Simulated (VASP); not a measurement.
# Pt: single point with PBEsol

Crystal: Pt.

```xyz
1
Lattice="-1.5177 1.5177 1.5177 1.5177 -1.5177 1.5177 1.5177 1.5177 -1.5177" Properties=species:S:1:pos:R:3 pbc="T T T"
Pt    0.0000    0.0000    0.0000
```

This isn't the form of Pt at room conditions, which is fcc.

```
Program                : VASP 6.6.1
Task                   : single point
Functional             : PBEsol
Potentials or basis    : VASP PAW PBE potentials, release 64 (Pt)
Cutoff                 : 520 eV
k mesh                 : 22 × 22 × 22
Occupations            : gaussian, width 0.15 eV
Spin                   : no spin polarisation
Dipole correction      : no
Further INCAR settings : ALGO = Normal; EDIFF = 1e-06; NBANDS = 11
```

```json
{"Pressure": "28.7 GPa", "Band gap on the k mesh": "zero (bands 5 and 6 overlap by 2.68 eV)"}
```

Levels at points of the mesh, in eV from the Fermi level:
```csv
k point,band 3,band 4,band 5,band 6,band 7,band 8
"(0.00, 0.00, 0.00)",-4.17,-4.17,-1.17,-1.17,17.02,17.02
"(0.50, 0.00, 0.00)",-1.36,-0.74,-0.16,1.38,7.43,13.22
"(0.50, 0.50, 0.50)",0.72,0.72,0.72,7.93,7.93,7.93
```

Run time: 72 s on 1 thread of Intel Xeon 8259CL, on a shared host, peak memory 0.17 GiB.

Caveat: the cell stands under pressure; the PAW data sets were made with another functional, which shifts forces and pressure a little; spin-orbit coupling is left out, which moves the levels of the heavy elements.
